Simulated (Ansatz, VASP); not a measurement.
Cr in VASP and in Ansatz

```
CELL_PARAMETERS angstrom
-1.39686 1.39686 1.53655
1.39686 -1.39686 1.53655
1.39686 1.39686 -1.53655
ATOMIC_POSITIONS crystal
Cr 0.00000 0.00000 0.00000
```

Alike in both runs: task single point; functional PBEsol; k mesh 26 × 26 × 26; occupations gaussian, width 0.15 eV; no spin polarisation.

```csv
,VASP,Ansatz
version,VASP 6.6.1,Ansatz 0.2.0
potentials or method,"VASP PAW PBE potentials, release 64 (Cr_pv), cutoff 520 eV","scalar-relativistic, plane waves, PAW"
valence electrons in the cell,12,14
```

```tsv
	VASP	Ansatz	Ansatz less VASP
gap on the k mesh at the Fermi level (eV)	none	none	-
pressure (GPa)	-16.7	-16.3	+0.40
traceless stress, the component that is largest in VASP (GPa)	-17.51	-17.63	-0.122
```

VASP's potentials were made for PBE, not for PBEsol. A gap of «none» marks a metal or a gap that the smearing closes. The functional is the same, so the differences come from potentials, cutoffs and numerics. VASP's potentials hold 12 valence electrons a cell and Ansatz's 14, so a difference there can come from the potentials and not from the codes.
